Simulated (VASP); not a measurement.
Si2W:

```xyz
3
Lattice="-1.6069 1.6069 3.9150 1.6069 -1.6069 3.9150 1.6069 1.6069 -3.9150" Properties=species:S:1:pos:R:3 pbc="T T T"
W     0.0000    0.0000    0.0000
Si    0.0000    0.0000    5.2092
Si    0.0000    0.0000    2.6207
```

Base run:

* Program: VASP 6.6.1
* Functional: PBE
* Potentials or basis: VASP PAW PBE potentials, release 64 (W_sv, Si)
* Cutoff: 520 eV
* k mesh: 12 × 12 × 12
* Occupations: fermi-dirac, width 0.05 eV
* Spin: no spin polarisation
* Hubbard terms: W d U = 5.0 eV

Its results: band gap on the k mesh zero (bands 11 and 12 overlap by 1.29 eV); pressure 8.2 GPa; largest force 0.012 eV/Å.

**Question.** After a change of settings the same cell gave: band gap on the k mesh zero (bands 11 and 12 overlap by 1.18 eV); pressure 11.7 GPa; largest force 0.062 eV/Å. Which change was it?
A. functional from PBE to revPBE; hubbard terms from W d U = 5.0 eV to none
B. hubbard terms from W d U = 5.0 eV to W d U = 1.0 eV; further incar settings from ALGO = Normal; EDIFF = 1e-07; NBANDS = 18 to ALGO = Normal; EDIFF = 1e-06; NBANDS = 18
C. hubbard terms from W d U = 5.0 eV to W d U = 8.0 eV
D. hubbard terms from W d U = 5.0 eV to W d U = 6.0 eV

**Answer.** C.

Caveats: the cell stands under pressure; spin-orbit coupling is left out, which moves the levels of the heavy elements; U without spin polarisation on a metal has little footing; the U is typed as a test and isn't derived for this compound.
